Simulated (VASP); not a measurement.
Wanted: the native input for a VASP 6.6.1 run.

- Task: single point
- Functional: LDA
- Potentials or basis: VASP PAW LDA potentials, release 64 (W_sv, Se)
- Cutoff: 500 eV
- k mesh: 9 × 9 × 1
- Occupations: gaussian, width 0.02 eV
- Spin: no spin polarisation
- Dipole correction: no
- Further INCAR settings: ALGO = Normal; EDIFF = 1e-06; NBANDS = 64

The structure of WSe2 lies in POSCAR:

```
WSe2
1.0
    3.2492431627      0.0000000000      0.0000000000
   -1.6246215814      2.8139271220      0.0000000000
    0.0000000000      0.0000000000     34.6405018249
W Se
4 8
Direct
    0.6666666667      0.3333333333      0.9075248368
    0.6666666667      0.3333333333      0.2774098284
    0.3333333333      0.6666666667      0.7225901716
    0.3333333333      0.6666666667      0.0924751632
    0.3333333333      0.6666666667      0.9556474914
    0.3333333333      0.6666666667      0.3254390448
    0.6666666667      0.3333333333      0.7707254872
    0.6666666667      0.3333333333      0.1405966339
    0.3333333333      0.6666666667      0.8594033661
    0.3333333333      0.6666666667      0.2292745128
    0.6666666667      0.3333333333      0.6745609552
    0.6666666667      0.3333333333      0.0443525086
```

The input as run:

INCAR

```
PREC = Accurate
ENCUT = 500
EDIFF = 1E-6
ISMEAR = 0
SIGMA = 0.02
LREAL = F
LASPH = T
NELM = 120
ALGO = Normal
ISIF = 2
LWAVE = F
LCHARG = F
GGA = CA
NBANDS = 64
GGA_COMPAT = F
```

KPOINTS

```
regular mesh
0
Gamma
  9 9 1
```

Potentials or basis: VASP PAW LDA potentials, release 64 (W_sv, Se).

Run with:

```sh
$ cat potpaw_LDA.64/W_sv/POTCAR potpaw_LDA.64/Se/POTCAR > POTCAR
$ mpirun -np 1 vasp_std > vasp.out
```

It gave:

```json
{
  "Largest force": "0.105 eV/Å",
  "Band gap on the k mesh": "1.11 eV (least direct gap 1.65 eV)"
}
```

Caveat: there is no dipole correction, which matters where the two faces differ; spin-orbit coupling is left out, which moves the levels of the heavy elements.

Run time: 10 min on 1 thread of Oxide Virtual Turin-like Processor, on a shared host, peak memory 0.36 GiB.
